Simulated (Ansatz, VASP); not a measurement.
Two plane-wave programs on TlCl

```
Tl Cl
1.0
     3.79363    0.00000    0.00000
     0.00000    3.79363    0.00000
     0.00000    0.00000    3.79363
Tl Cl
1 1
Direct
  0.00000 0.00000 0.00000
  0.50000 0.50000 0.50000
```

Alike in both runs: task single point; functional HSE06; k mesh 4 × 4 × 4; no spin polarisation.

|  | VASP | Ansatz |
| --- | --- | --- |
| version | VASP 6.6.1 | Ansatz 0.2.0 |
| potentials or method | VASP PAW PBE potentials, release 64 (Tl_d, Cl) | plane waves, PAW |
| plane-wave cutoff (eV) | 400 | 420 |
| occupations | gaussian, width 0.01 eV | fixed |
| valence electrons in the cell | 20 | 20 |

|  | VASP | Ansatz | Ansatz less VASP |
| --- | --- | --- | --- |
| gap on the k mesh at the Fermi level (eV) | 2.74 | 2.74 | -0.005 |
| pressure (GPa) | 1.9 | 2.0 | +0.11 |

Ansatz's warnings: stress exchange threshold loose, stress scf threshold loose.

Neither program's run includes spin-orbit coupling.
